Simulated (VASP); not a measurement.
Input of a VASP 6.6.1 run:

Contents of INCAR:

```
SYSTEM = WC
  PREC = Accurate
  ENCUT = 520
  EDIFF = 1E-6
  ISMEAR = -1
  SIGMA = 0.05
  LREAL = .FALSE.
  LASPH = .TRUE.
  NELM = 150
  ALGO = Normal
  ISIF = 2
  LWAVE = .FALSE.
  LCHARG = .FALSE.
  ISPIN = 2
  MAGMOM = 2 0
  LORBIT = 11
  LMAXMIX = 4
  GGA = PE
  NBANDS = 20
```

The input KPOINTS:

```
regular mesh
0
G
  18 18 16
  0 0 0
```

The input POSCAR:

```
WC
1.0
    2.8982000000      0.0000000000      0.0000000000
   -1.4491000000      2.5099148252      0.0000000000
    0.0000000000      0.0000000000      2.8880280000
W C
1 1
Direct
    0.0000000000      0.0000000000      0.0000000000
    0.6666666667      0.3333333333      0.5000000000
```

Potentials or basis: VASP PAW PBE potentials, release 64 (W_sv, C).

Run with:

```console
$ cat potpaw_PBE.64/W_sv/POTCAR potpaw_PBE.64/C/POTCAR > POTCAR
$ mpirun -np 1 vasp_std > vasp.out
```

What does it give for the band gap on the k mesh?

Zero (filled and empty bands overlap).

Estimate the pressure.

1.0 GPa.

Stress tensor (GPa, compression positive):
```
 6.18  0.00  0.00
 0.00  6.18  0.00
 0.00  0.00 -9.37
```

Caveat: the cell differs from its parent crystal (z stretched by +2 %, then relaxed in part); the stress differs along the axes, from -9 to 6 GPa; spin-orbit coupling is left out, which moves the levels of the heavy elements.
